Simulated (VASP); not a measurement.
Set up this calculation in VASP 6.6.1, as the native input.

- Task: single point
- Functional: PBE
- Potentials or basis: VASP PAW PBE potentials, release 64 (Si, C)
- Cutoff: 520 eV
- k mesh: 12 × 12 × 6
- Occupations: gaussian, width 0.1 eV
- Spin: no spin polarisation
- Dipole correction: no
- Further INCAR settings: ALGO = Normal; EDIFF = 1e-06; NBANDS = 21

The structure of SiC5 lies in POSCAR:

```
SiC5
1.0
    3.5962721156      0.0000000000      0.0000000000
   -1.7981360578      3.1144630110      0.0000000000
    0.0000000000      0.0000000000      8.2455264792
Si C
1 5
Direct
    0.0000000000      0.0000000000      0.5000000000
    0.0000000000      0.7747997484      0.0000000000
    0.7747997484      0.0000000000      0.0000000000
    0.2252002516      0.2252002516      0.0000000000
    0.3333333333      0.6666666667      0.5000000000
    0.6666666667      0.3333333333      0.5000000000
```

One way to write it, as run:

INCAR

```
SYSTEM = SiC5
  PREC = Accurate
  ENCUT = 520
  EDIFF = 1E-6
  ISMEAR = 0
  SIGMA = 0.1
  LREAL = .False.
  LASPH = .True.
  NELM = 80
  ALGO = Normal
  ISIF = 2
  LWAVE = .False.
  LCHARG = .True.
  GGA = PE
  LELF = .True.
  LVHAR = .True.
  NBANDS = 21
```

KPOINTS

```
regular mesh
0
Gamma
  12 12 6
  0 0 0
```

Potentials or basis: VASP PAW PBE potentials, release 64 (Si, C).

Launch:

```console
$ cat potpaw_PBE.64/Si/POTCAR potpaw_PBE.64/C/POTCAR > POTCAR
$ mpirun -np 1 vasp_std > vasp.out
```

It gave:

The pressure is 0.2 GPa. The largest force is 0.184 eV/Å and the band gap on the k mesh is zero (bands 12 and 13 overlap by 1.44 eV).

Run time: 4.8 min on 1 thread of Intel Xeon 8259CL, with other jobs on the host, peak memory 0.28 GiB.
